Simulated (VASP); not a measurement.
The system is Nb.

```
Nb
1.0
    -1.66395    1.66395    1.66395
     1.66395   -1.66395    1.66395
     1.66395    1.66395   -1.66395
Nb
1
Direct
  0.00000 0.00000 0.00000
```

| Quantity | Value |
| --- | --- |
| Program | VASP 6.6.1 |
| Task | relaxation of cell and atoms |
| Functional | r2SCAN |
| Potentials or basis | VASP PAW PBE potentials, release 64 (Nb_sv) |
| Cutoff | 600 eV |
| k mesh | 18 × 18 × 18 |
| Occupations | gaussian, width 0.1 eV |
| Spin | no spin polarisation |

At the start: pressure -3.7 GPa; volume 18.43 Å³/atom.

Question: Where does the relaxation end?

Answer: Over 4 steps the energy falls by 4.7 meV/atom and the volume is 18.02 Å³/atom (-2.2 %); space group Im-3m (No. 229, to 0.1 Å) before and after.

Step by step:
| step | energy change (eV) | largest force (eV/Å) | pressure (GPa) | volume (Å³) |
| --- | --- | --- | --- | --- |
| 1 | 0.0000 | 0.0000 | -3.69 | 18.43 |
| 2 | 0.0114 | 0.0000 | 7.48 | 17.32 |
| 3 | -0.0047 | 0.0000 | -0.06 | 18.03 |
| 4 | -0.0047 | 0.0000 | 0.03 | 18.02 |

Final structure:
```
Nb
1.0
    -1.65172    1.65172    1.65172
     1.65172   -1.65172    1.65172
     1.65172    1.65172   -1.65172
Nb
1
Direct
  0.00000 0.00000 0.00000
```

Caveat: the PAW data sets were made with another functional, which shifts forces and pressure a little.
